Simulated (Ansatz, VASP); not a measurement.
Two plane-wave programs on Cd3HgTe4

```xyz
8
Lattice="-3.0955 3.0955 6.1911 3.0955 -3.0955 6.1911 3.0955 3.0955 -6.1911" Properties=species:S:1:pos:R:3 pbc="T T T"
Cd    0.0000    3.0955    3.0955
Cd    3.0955    0.0000    3.0955
Cd    0.0000    0.0000    0.0000
Hg    0.0000    0.0000    6.1911
Te    1.5478   -1.5478    4.6433
Te    1.5478    1.5478    7.7389
Te   -1.5478    1.5478    4.6433
Te    1.5478    1.5478    1.5478
```

Alike in both runs: task relaxation of cell and atoms; functional PBE; k mesh 4 × 4 × 4; occupations gaussian, width 0.1 eV; no spin polarisation.

```csv
,VASP,Ansatz
version,VASP 6.6.1,Ansatz 0.2.0
potentials or method,"VASP PAW PBE potentials, release 64 (Cd, Hg, Te), cutoff 600 eV","scalar-relativistic, plane waves, PAW"
valence electrons in the cell,72,144
```

Ansatz gave:

```
gap on the k mesh at the Fermi level, each at its own relaxed structure (eV) : 0.21
relaxed volume (Å³/atom)                                                     : 36.28
relaxed length of the cell vector where the two differ most in proportion (Å)              : 8.109
```

Estimate VASP's values.

gap on the k mesh at the Fermi level, each at its own relaxed structure (eV): 0.20; relaxed volume (Å³/atom): 36.37; relaxed length of the cell vector where the two differ most in proportion (Å): 8.116.

VASP's potentials hold 72 valence electrons a cell and Ansatz's 144, so a difference there can come from the potentials and not from the codes.

Spin-orbit coupling is off throughout. Noted on VASP's run: the volume moved by over 15 % at a fixed basis, so the end points are rough.
